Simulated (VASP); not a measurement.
# RhN (CsCl type): single point with LDA

Crystal: RhN (CsCl type).

```xyz
2
Lattice="2.2390 0.0000 0.0000 0.0000 2.2390 0.0000 0.0000 0.0000 2.2390" Properties=species:S:1:pos:R:3 pbc="T T T"
Rh    0.0000    0.0000    0.0000
N     1.1195    1.1195    1.1195
```

This cell differs from its parent crystal: volume scaled by 0.6.

```
Program             : VASP 6.6.1
Task                : single point
Functional          : LDA
Potentials or basis : VASP PAW LDA potentials, release 64 (Rh_pv, N)
Cutoff              : 520 eV
k mesh              : 15 × 15 × 15
Occupations         : fermi-dirac, width 0.1 eV
Spin                : no spin polarisation
```

```
Pressure               : 544.4 GPa
Band gap on the k mesh : zero (band 10 reaches 29.44 eV, above the bottom of band 11 at 22.63 eV)
```

Levels at points of the mesh, in eV from the Fermi level:
```csv
k point,band 8,band 9,band 10,band 11,band 12,band 13
"(0.00, 0.00, 0.00)",-4.55,-4.55,-2.06,-2.06,-2.06,11.77
```

Wall time 8.5 s on 1 thread of Intel(R) Xeon(R) 6975P-C (Granite Rapids), with other jobs on the host, peak memory 0.13 GiB.
